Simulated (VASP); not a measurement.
The system is Li.

```
Li
1.0
     1.55050    0.89518    7.58830
    -1.55050    0.89518    7.58830
     0.00000   -1.79036    7.58830
Li
3
Direct
  0.00000 0.00000 0.00000
  0.22200 0.22200 0.22200
  0.77800 0.77800 0.77800
```

```yaml
Program: VASP 6.6.1
Task: relaxation of cell and atoms
Functional: PBEsol
Potentials_or_basis: VASP PAW PBE potentials, release 64 (Li_sv)
Cutoff: 600 eV
k_mesh: 12 × 12 × 12
Occupations: fermi-dirac, width 0.1 eV
Spin: no spin polarisation
```

At the start: pressure -0.6 GPa; volume 21.06 Å³/atom.

**Question.** Where does the relaxation end?

**Answer.** Over 5 steps the energy falls by 2.3 meV/atom and the volume is 20.00 Å³/atom (-5.1 %); space group R-3m (No. 166, to 0.1 Å) before and after.

Step by step:
| step | energy change (eV) | largest force (eV/Å) | pressure (GPa) | volume (Å³) |
| --- | --- | --- | --- | --- |
| 1 | 0.0000 | 0.0095 | -0.63 | 63.19 |
| 2 | -0.0027 | 0.0087 | -0.50 | 62.44 |
| 3 | -0.0061 | 0.0072 | -0.21 | 60.93 |
| 4 | -0.0039 | 0.0040 | 0.48 | 57.99 |
| 5 | -0.0068 | 0.0063 | -0.01 | 59.99 |

Final structure:
```
Li
1.0
     1.52553    0.88076    7.44106
    -1.52553    0.88076    7.44106
     0.00000   -1.76153    7.44106
Li
3
Direct
  0.00000 0.00000 0.00000
  0.22209 0.22209 0.22209
  0.77791 0.77791 0.77791
```

Caveat: the cutoff is under 1.25 times the usual one of these potentials, so pressure, stress and relaxed cells hold a basis-set (Pulay) error; the PAW data sets were made with another functional, which shifts forces and pressure a little.
